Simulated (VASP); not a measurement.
# Ir (I4/mmm) in VASP: further runs

The runs below take Ir through single point, with PBE.

Program: VASP 6.6.1. These are calculated values, not measurements. Logs are shortened: lines on timing, memory, paths and dates and some standing lists are left out, and cuts for length are marked.

### 1 The cell of the first run

It takes space group I4/mmm (No. 139, tetragonal). The conventional cell has a = 2.640 Å, b = 2.640 Å, c = 4.358 Å, α = 90.00°, β = 90.00°, γ = 90.00°. Ir (site symmetry 4/mmm) has 12 Ir at 2.64 to 2.87 Å within 3.5 Å.

### 2 Single point, PBE (15.19 Å³/atom)

INCAR

```
PREC = Accurate
ENCUT = 520
EDIFF = 1E-6
ISMEAR = 0
SIGMA = 0.15
LREAL = False
LASPH = True
NELM = 80
ALGO = Fast
ISIF = 2
LWAVE = False
LCHARG = True
GGA = PE
LELF = True
LVHAR = True
NBANDS = 10
```

KPOINTS

```
regular mesh
0
Gamma
  22 22 22
```

POSCAR

```
Ir
1.0
    0.0000000000      1.8670343463      2.1788290821
    1.8670343463      0.0000000000      2.1788290821
    1.8670343463      1.8670343463      0.0000000000
Ir
1
Direct
    0.0000000000      0.0000000000      0.0000000000
```

Potentials or basis: VASP PAW PBE potentials, release 64 (Ir).

On the command line:

```console
cat potpaw_PBE.64/Ir/POTCAR > POTCAR
mpirun -np 1 vasp_std > vasp.out
```

OUTCAR:

```text
PREC = Accurate
   ENCUT = 520
   EDIFF = 1E-6
   ISMEAR = 0
   LREAL = False
   LASPH = True
   NELM = 80
   ISIF = 2
   GGA = PE

 ion  position               nearest neighbor table
   1  0.000  0.000  0.000-

  LATTYP: Found a body centered tetragonal cell.
 ALAT       =     2.6403852940
 C/A-ratio  =     1.6503872273

  Lattice vectors:

 A1 = (  -1.8670343463,   0.0000000000,   2.1788290821)
 A2 = (   1.8670343463,   0.0000000000,   2.1788290821)
 A3 = (   0.0000000000,   1.8670343463,  -2.1788290821)

Analysis of symmetry for initial positions (statically):
=====================================================================
 Subroutine PRICEL returns:
 Original cell was already a primitive cell.

 Routine SETGRP: Setting up the symmetry group for a
 body centered tetragonal supercell.

 Subroutine GETGRP returns: Found 16 space group operations
 (whereof 16 operations were pure point group operations)
 out of a pool of 16 trial point group operations.

The static configuration has the point symmetry D_4h.

Analysis of symmetry for dynamics (positions and initial velocities):
=====================================================================
 Subroutine PRICEL returns:
 Original cell was already a primitive cell.

 Routine SETGRP: Setting up the symmetry group for a
 body centered tetragonal supercell.

 Subroutine GETGRP returns: Found 16 space group operations
 (whereof 16 operations were pure point group operations)
 out of a pool of 16 trial point group operations.

The dynamic configuration has the point symmetry D_4h.

 Subroutine INISYM returns: Found 16 space group operations
 (whereof 16 operations are pure point group operations),
 and found     1 'primitive' translations

----------------------------------------------------------------------------------------

                                     Primitive cell

  volume of cell :      15.1900

  direct lattice vectors                    reciprocal lattice vectors
     0.000000000  1.867034346  2.178829082    -0.267804393  0.267804393  0.229481057
     1.867034346  0.000000000  2.178829082     0.267804393 -0.267804393  0.229481057
     1.867034346  1.867034346  0.000000000     0.267804393  0.267804393 -0.229481057

  length of vectors
     2.869340241  2.869340241  2.640385294     0.442831730  0.442831730  0.442831730

  position of ions in fractional coordinates (direct lattice)
     0.000000000  0.000000000  0.000000000

  ion indices of the primitive-cell ions
   primitive index   ion index
                 1           1

----------------------------------------------------------------------------------------

 KPOINTS: regular mesh

Automatic generation of k-mesh.
 Grid dimensions read from file:
 generate k-points for:   22   22   22

 Generating k-lattice:

  Cartesian coordinates                     Fractional coordinates (reciprocal lattice)
    -0.012172927  0.012172927  0.010430957     0.045454545  0.000000000  0.000000000
     0.012172927 -0.012172927  0.010430957     0.000000000  0.045454545  0.000000000
     0.012172927  0.012172927 -0.010430957     0.000000000  0.000000000  0.045454545

  Length of vectors
     0.020128715  0.020128715  0.020128715

  Shift w.r.t. Gamma in fractional coordinates (k-lattice)
     0.000000000  0.000000000  0.000000000

 Subroutine IBZKPT returns following result:
 ===========================================

 Found    834 irreducible k-points:

 Following reciprocal coordinates:
            Coordinates               Weight
  0.000000  0.000000  0.000000      1.000000
  0.045455 -0.000000  0.000000      8.000000
  0.090909 -0.000000  0.000000      8.000000
  0.136364  0.000000  0.000000      8.000000
  0.181818  0.000000  0.000000      8.000000
  0.227273  0.000000  0.000000      8.000000
[... 16 lines left out ...]
  0.500000  0.045455  0.000000      8.000000
 -0.454545  0.045455  0.000000      8.000000
 [... further k-points ...]
   k-points           NKPTS =    834   k-points in BZ     NKDIM =    834   number of bands    NBANDS=     10
   number of dos      NEDOS =    301   number of ions     NIONS =      1
   total plane-waves  NPLWV =  11520
   dimension x,y,z NGX =    24 NGY =   24 NGZ =   20
   dimension x,y,z NGXF=    48 NGYF=   48 NGZF=   40
   ions per type =               1
   NGX,Y,Z   is equivalent  to a cutoff of  13.91, 13.91, 12.59 a.u.
   NGXF,Y,Z  is equivalent  to a cutoff of  27.81, 27.81, 25.19 a.u.
 SYSTEM =  unknown system
   PREC   = accura    normal or accurate (medium, high low for compatibility)
   ISTART =      0    job   : 0-new  1-cont  2-samecut
   ICHARG =      2    charge: 1-file 2-atom 10-const
   ISPIN  =      1    spin polarized calculation?
   LNONCOLLINEAR =      F non collinear calculations
   LSORBIT =      F    spin-orbit coupling
   LASPH  =      T    aspherical Exc in radial PAW
   ENCUT  =  520.0 eV  38.22 Ry    6.18 a.u.   5.34  5.34  4.91*2*pi/ulx,y,z
   NELM   =     80;   NELMIN=  2; NELMDL= -5     # of ELM steps
   EDIFF  = 0.1E-05   stopping-criterion for ELM
   LREAL  =      F    real-space projection
   EDIFFG = 0.1E-04   stopping-criterion for IOM
   NSW    =      0    number of steps for IOM
   IBRION =     -1    ionic relax: 0-MD 1-quasi-New 2-CG
   NFREE  =      0    steps in history (QN), initial steepest desc. (CG)
   ISIF   =      2    stress and relaxation
   ISYM   =      2    0-nonsym 1-usesym 2-fastsym
   POTIM  = 0.5000    time-step for ionic-motion
   TEBEG  =    0.0;   TEEND  =   0.0 temperature during run
   PSTRESS=    0.0 pullay stress
   NELECT =       9.0000    total number of electrons
   NUPDOWN=      -1.0000    fix difference up-down
   EMIN   =  10.00;   EMAX   =-10.00  energy-range for DOS
   EFERMI =   0.00;   METHOD = LEGACY
   ISMEAR =     0;   SIGMA  =   0.15  broadening in eV -4-tet -1-fermi 0-gaus
   EFERMI_NEDOS =   21; number of points for ismear=-14 and -15
   IALGO  =     68    algorithm
   IMIX   =      4    mixing-type and parameters
     AMIX     =   0.40;   BMIX     =  1.00
     AMIX_MAG =   1.60;   BMIX_MAG =  1.00
  volume/ion in A,a.u.               =      15.19       102.51
  Fermi-wavevector in a.u.,A,eV,Ry     =   1.375001  2.598375 25.723560  1.890628
  Thomas-Fermi vector in A             =   2.500377
   LORBIT       =      0    0 simple, 1 ext, 2 COOP (PROOUT), +10 PAW based schemes
   GGA     = PE    functional components
   LHFCALC =     F    Hartree Fock is set to
   AEXX    =    0.0000 exact exchange contribution
   IVDW    =     0    specifies the selected vdW correction
   LEPSILON=     F    determine dielectric tensor
   LRPA    =     F    only Hartree local field effects (RPA)
 non-spin polarized calculation
 RMM-DIIS sequential band-by-band and
 Gauss-broadening in eV      SIGMA  =   0.15
  energy-cutoff  :      520.00
  volume of cell :       15.19
 maximum number of plane-waves:       419
 NGX is ok and might be reduce to    24
   NGX = 11   NGY = 11   NGZ =  9

 number of electron       9.0000000 magnetization

 Free energy of the ion-electron system (eV)
  ---------------------------------------------------
  ext. energy  EPLUGINS =         0.00000000
  ---------------------------------------------------
  free energy    TOTEN  =        -8.59535107 eV

  energy without entropy =       -8.58160526  energy(sigma->0) =       -8.58847816

 E-fermi :   9.1830     XC(G=0): -13.5568

 val. band max:        9.1822089622   @ k =  -0.3636   0.1818   0.0000
 cond. band min:       9.1837673017   @ k =  -0.3636   0.0000   0.0909
 fundamental gap:      0.0015583394
 Fermi energy:         9.1830246281

 k-point     1 :       0.0000    0.0000    0.0000
  band No.  band energies     occupation
      1      -1.1435      2.00000
      2       4.5148      2.00000
      3       6.5547      2.00000
      4       6.5547      2.00000
      5       6.7377      2.00000
      6       9.2974      0.28094
      7      24.0515      0.00000
      8      26.2653      0.00000
      9      30.2666      0.00000
     10      30.2666      0.00000

 k-point     2 :       0.0455   -0.0000    0.0000
  band No.  band energies     occupation
      1      -1.0568      2.00000
      2       4.5461      2.00000
      3       6.5027      2.00000
      4       6.5893      2.00000
      5       6.7462      2.00000
      6       9.2522      0.51404
      7      24.1905      0.00000
      8      26.3265      0.00000
      9      29.7350      0.00000
     10      30.4120      0.00000

 k-point     3 :       0.0909   -0.0000    0.0000
  band No.  band energies     occupation
      1      -0.8022      2.00000
      2       4.6314      2.00000
      3       6.3341      2.00000
      4       6.6880      2.00000
      5       6.8097      2.00000
      6       9.1271      1.40201
      7      24.5730      0.00000
      8      26.3855      0.00000
      9      28.8470      0.00000
     10      30.8342      0.00000

 k-point     4 :       0.1364    0.0000    0.0000
  band No.  band energies     occupation
      1      -0.3975      2.00000
      2       4.7486      2.00000
      3       6.0778      2.00000
      4       6.8344      2.00000
      5       6.9661      2.00000
      6       8.9523      1.97039
      7      25.0853      0.00000
      8      25.9617      0.00000
      9      28.5634      0.00000
     10      31.4893      0.00000
[... 222 lines left out ...]
 k-point    22 :       0.4545    0.0455    0.0000
  band No.  band energies     occupation
      1       1.9419      2.00000
      2       4.7496      2.00000
      3       6.7384      2.00000
      4       7.9034      2.00000
      5       9.6007      0.00008
      6      10.1395      0.00000
      7      16.8585      0.00000
      8      22.7669      0.00000
      9      28.4814      0.00000
     10      30.0307      0.00000

 k-point    23 :       0.5000    0.0455    0.0000
  band No.  band energies     occupation
      1       1.9493      2.00000
      2       4.7366      2.00000
      3       6.6662      2.00000
      4       8.3657      2.00000
      5       9.6369      0.00002
      6      10.5660      0.00000
      7      16.0910      0.00000
      8      22.5463      0.00000
      9      27.9156      0.00000
     10      29.9476      0.00000

 k-point    24 :      -0.4545    0.0455    0.0000
  band No.  band energies     occupation
      1       1.9554      2.00000
      2       4.7618      2.00000
      3       6.6523      2.00000
      4       8.2105      2.00000
      5       9.5589      0.00039
      6      10.7643      0.00000
      7      16.1425      0.00000
      8      22.5667      0.00000
      9      27.7745      0.00000
     10      30.1805      0.00000

 [... further k-points ...]

------------------------ aborting loop because EDIFF is reached ----------------------------------------

  FORCE on cell =-STRESS in cart. coord.  units (eV):
  Direction    XX          YY          ZZ          XY          YZ          ZX
  --------------------------------------------------------------------------------------
  -------------------------------------------------------------------------------------
  Total        0.5874612      0.5874612     -3.5992639      0.0000000      0.0000000      0.0000000
  in kB       61.9629365     61.9629365   -379.6352255      0.0000000      0.0000000      0.0000000
  external PRESSURE =     -85.2364508 kB  Pullay stress =       0.0000000 kB

 VOLUME and BASIS-vectors are now :
 -----------------------------------------------------------------------------
  energy-cutoff  :      520.00
  volume of cell :       15.19
      direct lattice vectors                 reciprocal lattice vectors
     0.000000000  1.867034346  2.178829082    -0.267804393  0.267804393  0.229481057
     1.867034346  0.000000000  2.178829082     0.267804393 -0.267804393  0.229481057
     1.867034346  1.867034346  0.000000000     0.267804393  0.267804393 -0.229481057

 POSITION                                       TOTAL-FORCE (eV/Angst)
 -----------------------------------------------------------------------------------
      0.00000      0.00000      0.00000         0.000000     -0.000000      0.000000
 -----------------------------------------------------------------------------------
    total drift:                                0.000000      0.000000     -0.000000

  FREE ENERGIE OF THE ION-ELECTRON SYSTEM (eV)
  ---------------------------------------------------
  free  energy   TOTEN  =        -8.5953510687 eV

  energy  without entropy=       -8.5816052601  energy(sigma->0) =       -8.58847816
```

It took 3.1 min on 1 thread of Intel Xeon 8259CL, shared host; peak memory 0.25 GiB.

What came out:

| Property | Result |
| --- | --- |
| Free energy | -8.5954 eV |
| Pressure | -8.5 GPa |
| Band gap on the k mesh | zero (an odd number of electrons rules out a gap without spin polarisation) |

Caveat: the stress differs along the axes, from -38 to 6 GPa; spin-orbit coupling is left out, which moves the levels of the heavy elements.

### 3 Single point, PBE (15.19 Å³/atom)

INCAR

```
SYSTEM = Ir
PREC = Accurate
ENCUT = 520
EDIFF = 1E-6
ISMEAR = 0
SIGMA = 0.15
LREAL = .False.
LASPH = .True.
NELM = 80
ALGO = Normal
ISIF = 2
LWAVE = .False.
LCHARG = .False.
GGA = PE
NBANDS = 10
```

KPOINTS

```
regular mesh
0
Gamma
  22 22 22
  0 0 0
```

POSCAR

```
Ir
1.0
    0.0000000000      2.1418189732      1.6556260663
    2.1418189732      0.0000000000      1.6556260663
    2.1418189732      2.1418189732      0.0000000000
Ir
1
Direct
    0.0000000000      0.0000000000      0.0000000000
```

Potentials or basis: VASP PAW PBE potentials, release 64 (Ir).

On the command line:

```console
cat potpaw_PBE.64/Ir/POTCAR > POTCAR
mpirun -np 1 vasp_std > vasp.out
```

Wall time 2.5 min (1 thread of Intel Xeon 8259CL, shared host); peak memory 0.25 GiB.

It converged, with:

| Item | Value |
| --- | --- |
| Free energy | -8.3526 eV |
| Pressure | -4.9 GPa |
| Band gap on the k mesh | zero (an odd number of electrons rules out a gap without spin polarisation) |

Stress tensor (GPa, compression positive):
```
-17.56   0.00   0.00
  0.00 -17.56   0.00
  0.00   0.00  20.31
```

Levels at points of the mesh, in eV from the Fermi level:
| k point | band 1 | band 2 | band 3 | band 4 | band 5 | band 6 | band 7 | band 8 |
| --- | --- | --- | --- | --- | --- | --- | --- | --- |
| (0.00, 0.00, 0.00) | -10.16 | -3.58 | -3.58 | -2.82 | -1.25 | -0.04 | 15.84 | 17.56 |
| (0.50, 0.00, 0.00) | -7.11 | -4.75 | -1.35 | -0.16 | 0.04 | 1.88 | 7.23 | 13.37 |
| (0.50, 0.50, 0.00) | -6.61 | -6.60 | 1.14 | 1.52 | 1.52 | 6.01 | 8.68 | 8.68 |
| (0.50, 0.00, 0.50) | -7.01 | -5.64 | 0.04 | 0.19 | 0.40 | 2.16 | 7.99 | 12.44 |

Caveat: the stress differs along the axes, from -18 to 20 GPa; spin-orbit coupling is left out, which moves the levels of the heavy elements.

### 4 Single point, PBE (15.19 Å³/atom)

INCAR

```
PREC     = Accurate       # precision mode
ENCUT    = 520            # plane-wave cutoff, eV
EDIFF    = 1E-6           # SCF threshold, eV
ISMEAR   = 0              # smearing method
SIGMA    = 0.15           # smearing width, eV
LREAL    = F              # projectors in reciprocal space
LASPH    = T              # aspherical terms in the spheres
NELM     = 80             # most SCF steps
ALGO     = Normal         # electronic algorithm
ISIF     = 2              # what is computed and relaxed
LWAVE    = F              # write WAVECAR
LCHARG   = T              # write CHGCAR
GGA      = PE             # functional
LELF     = T              # ELF
LVHAR    = T            
NBANDS   = 10             # bands
```

KPOINTS

```
regular mesh
0
Gamma
  22 22 22
```

POSCAR

```
Ir
1.0
    0.0000000000      2.0695021335      1.7733563782
    2.0695021335      0.0000000000      1.7733563782
    2.0695021335      2.0695021335      0.0000000000
Ir
1
Direct
    0.0000000000      0.0000000000      0.0000000000
```

On the command line:

```console
cat potpaw_PBE.64/Ir/POTCAR > POTCAR
mpirun -np 1 vasp_std > vasp.out
```

Wall time 2.6 min (1 thread of Intel Xeon 8259CL, shared host); peak memory 0.25 GiB.

Results (log left out):

```yaml
Free_energy: -8.6175 eV
Pressure: -9.9 GPa
Band_gap_on_the_k_mesh: zero (an odd number of electrons rules out a gap without spin polarisation)
```

Stress tensor (GPa, compression positive):
```
-22.50   0.00   0.00
  0.00 -22.50   0.00
  0.00   0.00  15.18
```

Levels at points of the mesh, in eV from the Fermi level:
| k point | band 1 | band 2 | band 3 | band 4 | band 5 | band 6 | band 7 | band 8 |
| --- | --- | --- | --- | --- | --- | --- | --- | --- |
| (0.00, 0.00, 0.00) | -10.29 | -3.76 | -3.76 | -2.20 | -2.18 | -0.18 | 14.94 | 18.28 |
| (0.50, 0.00, 0.00) | -7.27 | -4.39 | -2.37 | -0.42 | 0.28 | 1.42 | 6.84 | 13.67 |
| (0.50, 0.50, 0.00) | -6.87 | -6.64 | 0.84 | 1.43 | 1.43 | 4.10 | 9.68 | 9.68 |
| (0.50, 0.00, 0.50) | -7.11 | -6.23 | 0.51 | 0.52 | 0.85 | 1.94 | 8.51 | 11.85 |

Caveat: the stress differs along the axes, from -23 to 15 GPa; spin-orbit coupling is left out, which moves the levels of the heavy elements.

### 5 Single point, PBE (15.19 Å³/atom)

INCAR

```
SYSTEM = Ir
ALGO = Fast
EDIFF = 1E-6
ENCUT = 520
GGA = PE
ISIF = 2
ISMEAR = 0
LASPH = .TRUE.
LCHARG = .FALSE.
LREAL = .FALSE.
LWAVE = .FALSE.
NBANDS = 10
NELM = 60
PREC = Accurate
SIGMA = 0.15
```

KPOINTS

```
k-points
0
G
  22 22 22
  0 0 0
```

POSCAR

```
Ir
1.0
    0.0000000000      1.8993165837      2.1053924330
    1.8993165837      0.0000000000      2.1053924330
    1.8993165837      1.8993165837      0.0000000000
Ir
1
Direct
    0.0000000000      0.0000000000      0.0000000000
```

On the command line:

```console
cat potpaw_PBE.64/Ir/POTCAR > POTCAR
mpirun -np 1 vasp_std > vasp.out
```

Wall time 3 min (1 thread of Intel Xeon 8259CL, shared host); peak memory 0.25 GiB.

It converged, with:

```yaml
Free_energy: -8.7193 eV
Pressure: -11.1 GPa
Band_gap_on_the_k_mesh: zero (an odd number of electrons rules out a gap without spin polarisation)
```

Stress tensor (GPa, compression positive):
```
 -0.63   0.00   0.00
  0.00  -0.63   0.00
  0.00   0.00 -31.99
```

Levels at points of the mesh, in eV from the Fermi level:
```csv
k point,band 2,band 3,band 4,band 5,band 6,band 7
"(0.00, 0.00, 0.00)",-4.25,-2.94,-2.94,-1.95,-0.26,14.67
"(0.50, 0.00, 0.00)",-4.13,-2.88,-0.49,0.53,1.07,6.72
"(0.50, 0.50, 0.00)",-6.53,0.51,0.94,1.23,1.23,7.90
"(0.50, 0.00, 0.50)",-6.49,0.59,0.66,2.01,2.49,10.49
```

Caveat: the stress differs along the axes, from -32 to -1 GPa; spin-orbit coupling is left out, which moves the levels of the heavy elements.

### 6 Overview

```csv
cell,gap on the mesh (eV),pressure (GPa)
"a = 2.869, b = 2.869, c = 2.640 Å, angles 62.6, 62.6, 54.8°, 1 atom",none,-8.5
"a = 2.707, b = 2.707, c = 3.029 Å, angles 56.0, 56.0, 68.0°, 1 atom",none,-4.9
"a = 2.725, b = 2.725, c = 2.927 Å, angles 57.5, 57.5, 65.0°, 1 atom",none,-9.9
"a = 2.836, b = 2.836, c = 2.686 Å, angles 61.7, 61.7, 56.5°, 1 atom",none,-11.1
```

Alike in all rows: task single point; level PBE; potentials or basis VASP PAW PBE potentials, release 64 (Ir); no spin polarisation; k mesh 22 × 22 × 22; cutoff (eV) 520; smearing gaussian 0.15 eV.

Caveats: spin-orbit coupling is left out, which moves the levels of the heavy elements; the stress differs along the axes, from -38 to 6 GPa (at least some runs); the stress differs along the axes, from -18 to 20 GPa (at least some runs); the stress differs along the axes, from -23 to 15 GPa (at least some runs); the stress differs along the axes, from -32 to -1 GPa (at least some runs).

Absolute energies hang on the potentials; compare differences alone.
